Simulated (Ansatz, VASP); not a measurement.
# Si in VASP and in Ansatz

```xyz
1
Lattice="2.5670 0.0000 0.0000 -1.2835 2.2231 0.0000 0.0000 0.0000 2.4160" Properties=species:S:1:pos:R:3 pbc="T T T"
Si    0.0000    0.0000    0.0000
```

Change from the starting cell: volume scaled by 0.94.

Alike in both runs: task single point; functional PBEsol; k mesh 12 × 12 × 11; occupations fermi-dirac, width 0.05 eV; no spin polarisation.

```csv
,VASP,Ansatz
version,VASP 6.6.1,Ansatz 0.2.0
potentials or method,"VASP PAW PBE potentials, release 64 (Si), cutoff 520 eV","all-electron LAPW, scalar-relativistic"
```

```tsv
	VASP	Ansatz	Ansatz less VASP
gap on the k mesh at the Fermi level (eV)	none	none	-
pressure (GPa)	9.2	9.0	-0.21
traceless stress, the component that is largest in VASP (GPa)	3.99	3.89	-0.100
```

VASP's potentials were made for PBE, not for PBEsol. A gap of «none» marks a metal or a gap that the smearing closes. Ansatz ran all-electron here, and VASP with PAW potentials.
